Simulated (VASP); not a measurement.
Write the native input for VASP 6.6.1 that does the following.

```yaml
Task: relaxation of cell and atoms
Functional: PBE
Potentials_or_basis: VASP PAW PBE potentials, release 64 (K_sv, H)
Cutoff: 600 eV
k_mesh: 4 × 4 × 4
Occupations: gaussian, width 0.1 eV
Spin: no spin polarisation
Dipole_correction: no
Further_INCAR_settings: ALGO = Normal; EDIFF = 1e-06; IBRION = 2; EDIFFG = -0.04; NSW = 90; ISIF = 3
```

The structure of KH4 lies in POSCAR:

```
KH4
1.0
    4.1110568100      0.0000000000      0.0000000000
    0.0000000000      4.1110568100      0.0000000000
    0.0000000000      0.0000000000      4.1110568100
K H
1 4
Direct
    0.0000000000      0.0000000000      0.0000000000
    0.5000000000      0.0000000000      0.0000000000
    0.0000000000      0.5000000000      0.0000000000
    0.0000000000      0.0000000000      0.5000000000
    0.5000000000      0.5000000000      0.5000000000
```

The input as run:

INCAR

```
SYSTEM = KH4
  PREC = Accurate
  ENCUT = 600
  EDIFF = 1E-6
  ISMEAR = 0
  SIGMA = 0.1
  LREAL = .False.
  LASPH = .True.
  NELM = 60
  ALGO = Normal
  ISIF = 3
  LWAVE = .False.
  LCHARG = .False.
  GGA = PE
  IBRION = 2
  NSW = 90
  EDIFFG = -0.04
```

KPOINTS

```
Automatic mesh
0
Gamma
  4 4 4
  0 0 0
```

Potentials or basis: VASP PAW PBE potentials, release 64 (K_sv, H).

Run with:

```console
$ cat potpaw_PBE.64/K_sv/POTCAR potpaw_PBE.64/H/POTCAR > POTCAR
$ mpirun -np 1 vasp_std > vasp.out
```

Results of the run:

The relaxed volume is 20.45 Å³/atom and the relaxed cell is a = 4.676 Å, b = 4.676 Å, c = 4.676 Å, α = 90.00°, β = 90.00°, γ = 90.00°. The space group after relaxing (to 0.05 Å) is Pm-3m (No. 221) and the energy gained by relaxing is 60.4 meV/atom. The ionic steps are 5 and the pressure after relaxing is -0.1 GPa.

Caveat: the k points lie up to 0.34 Å⁻¹ apart in the final cell; the volume moved by over 15 % at a fixed basis, so the end points are rough.

Wall time 30 s on 1 thread of Intel(R) Xeon(R) Platinum 8488C (Sapphire Rapids), with other jobs on the host, peak memory 0.21 GiB.
